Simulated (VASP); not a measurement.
Write the native input for VASP 6.6.1 that does the following.

```yaml
Task: single point
Functional: LDA
Potentials_or_basis: VASP PAW LDA potentials, release 64 (Al, N)
Cutoff: 520 eV
k_mesh: 9 × 9 × 6
Occupations: gaussian, width 0.02 eV
Spin: no spin polarisation
Dipole_correction: no
Further_INCAR_settings: ALGO = Normal; EDIFF = 1e-06; NBANDS = 16
```

The structure of AlN lies in POSCAR:

```
AlN
1.0
    3.0592956146      0.0000000000      0.0000000000
   -1.5296478073      2.6494277199      0.0000000000
    0.0000000000      0.0000000000      4.9711789546
Al N
2 2
Direct
    0.6666666667      0.3333333333      0.5004023236
    0.3333333333      0.6666666667      1.0004023236
    0.6666666667      0.3333333333      0.8795976764
    0.3333333333      0.6666666667      0.3795976764
```

One way to write it, as run:

INCAR

```
PREC = Accurate ; ENCUT = 520
EDIFF = 1E-6 ; ISMEAR = 0
SIGMA = 0.02 ; LREAL = F
LASPH = T ; NELM = 60
ALGO = Normal ; ISIF = 2
LWAVE = F ; LCHARG = F
NBANDS = 16
```

KPOINTS

```
Automatic mesh
0
Gamma
  9 9 6
```

Potentials or basis: VASP PAW LDA potentials, release 64 (Al, N).

Command:

```console
$ cat potpaw_LDA.64/Al/POTCAR potpaw_LDA.64/N/POTCAR > POTCAR
$ mpirun -np 1 vasp_std > vasp.out
```

Results of the run:

The pressure is 3.8 GPa and the largest force is 0.006 eV/Å. The band gap on the k mesh is 4.62 eV.

Caveat: the cell stands under pressure.

It took 24 s on 1 thread of Intel Xeon 8259CL (shared host), peak memory 0.15 GiB.
